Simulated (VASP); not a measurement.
Here is a VASP 6.6.1 calculation.

POSCAR

```
SrCl2
1.0
    0.0000000000      3.4976509443      3.4976509443
    3.4976509443      0.0000000000      3.4976509443
    3.4976509443      3.4976509443      0.0000000000
Sr Cl
1 2
Direct
    0.0000000000      0.0000000000      0.0000000000
    0.2500000000      0.2500000000      0.2500000000
    0.7500000000      0.7500000000      0.7500000000
```

INCAR.step1

```
ALGO = Normal ; EDIFF = 1E-5
ENCUT = 520 ; GGA = PE
ISIF = 2 ; ISMEAR = 0
LASPH = True ; LREAL = False
LWAVE = True ; NBANDS = 19
NELM = 80 ; PREC = Accurate
SIGMA = 0.01
```

The input INCAR.step2:

```
AEXX = 0.3 ; ALGO = Normal
EDIFF = 1E-6 ; ENCUT = 520
GGA = PE ; ISIF = 2
ISMEAR = 0 ; ISTART = 1
LASPH = True ; LCHARG = True
LELF = True ; LHFCALC = True
LREAL = False ; LVHAR = True
LWAVE = False ; NBANDS = 19
NELM = 80 ; PREC = Accurate
PRECFOCK = Normal ; SIGMA = 0.01
```

The input KPOINTS:

```
k-points
0
Gamma
  4 4 4
```

Potentials or basis: VASP PAW PBE potentials, release 64 (Sr_sv, Cl).

Run with:

```console
$ cat potpaw_PBE.64/Sr_sv/POTCAR potpaw_PBE.64/Cl/POTCAR > POTCAR
$ cp INCAR.step1 INCAR
$ mpirun -np 1 vasp_std > vasp.out
$ cp INCAR.step2 INCAR
$ mpirun -np 1 vasp_std > vasp.out
```

**Question.** What does it give for the pressure?

**Answer.** 0.0 GPa.

**Question.** What does it give for the band gap on the k mesh?

**Answer.** 7.73 eV, indirect (least direct gap 7.99 eV).

Caveat: the PAW data sets were made with another functional, which shifts forces and pressure a little. A k mesh can miss the band edges.
